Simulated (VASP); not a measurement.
Wanted: the native input for a VASP 6.6.1 run.

- Task: single point
- Functional: PBE
- Dispersion: D4
- Potentials or basis: VASP PAW PBE potentials, release 64 (La, O)
- Cutoff: 520 eV
- k mesh: 6 × 6 × 4
- Occupations: gaussian, width 0.01 eV
- Spin: no spin polarisation
- Dipole correction: no
- Further INCAR settings: ALGO = Normal; EDIFF = 1e-07; NBANDS = 28

The structure of La2O3 lies in POSCAR:

```
La2O3
1.0
    3.8641417709      0.0000000000      0.0000000000
   -1.9320708855      3.3464443430      0.0000000000
    0.0000000000      0.0000000000      6.0083415429
La O
2 3
Direct
    0.6666666667      0.3333333333      0.7537640000
    0.3333333333      0.6666666667      0.2462360000
    0.6666666667      0.3333333333      0.3541090000
    0.3333333333      0.6666666667      0.6458910000
    0.0000000000      0.0000000000      0.0000000000
```

These files were run (other wordings do the same):

INCAR

```
SYSTEM = La2O3
PREC = Accurate ; ENCUT = 520
EDIFF = 1E-7 ; ISMEAR = 0
SIGMA = 0.01 ; LREAL = .False.
LASPH = .True. ; NELM = 100
ALGO = Normal ; ISIF = 2
LWAVE = .False. ; LCHARG = .True.
GGA = PE ; IVDW = 13
LELF = .True. ; LVHAR = .True.
NBANDS = 28
```

KPOINTS

```
regular mesh
0
Gamma
  6 6 4
  0 0 0
```

Potentials or basis: VASP PAW PBE potentials, release 64 (La, O).

The run is started by

```sh
$ cat potpaw_PBE.64/La/POTCAR potpaw_PBE.64/O/POTCAR > POTCAR
$ mpirun -np 1 vasp_std > vasp.out
```

It gave:

```
Pressure                   : 6.2 GPa
Largest force              : 0.358 eV/Å
Band gap on the k mesh     : 3.87 eV, indirect (least direct gap 3.94 eV)
Dispersion energy per atom : -0.275 eV
```

Caveat: spin-orbit coupling is left out, which moves the levels of the heavy elements.

Wall time 53 s on 1 thread of AMD EPYC 9R45 96-Core Processor (Zen 5), with other jobs on the host, peak memory 0.2 GiB.
